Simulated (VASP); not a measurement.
Input of a VASP 6.6.1 run:

File INCAR:

```
  PREC = Accurate
  ENCUT = 520
  EDIFF = 1E-6
  ISMEAR = -1
  SIGMA = 0.06122561905347299
  LREAL = False
  LASPH = True
  NELM = 60
  ALGO = Normal
  ISIF = 2
  LWAVE = False
  LCHARG = True
  GGA = PE
  LELF = True
  LVHAR = True
  NBANDS = 8
```

The input KPOINTS:

```
regular mesh
0
Gamma
  58 58 58
```

POSCAR

```
N
1.0
    1.8893558829      0.0000000000      0.0000000000
    0.0000000000      1.8893558829      0.0000000000
    0.0000000000      0.0000000000      1.8893558829
N
1
Direct
    0.0000000000      0.0000000000      0.0000000000
```

Potentials or basis: VASP PAW PBE potentials, release 64 (N).

Launch:

```sh
$ cat potpaw_PBE.64/N/POTCAR > POTCAR
$ mpirun -np 1 vasp_std > vasp.out
```

(1) What does it give for the pressure?

(2) Estimate the band gap on the k mesh.

Results:

(1) -7.5 GPa.

(2) zero (an odd number of electrons rules out a gap without spin polarisation).

Caveat: the cell stands under tension; an odd number of electrons without spin polarisation forces a metal; a magnetic or distorted state may lie lower.
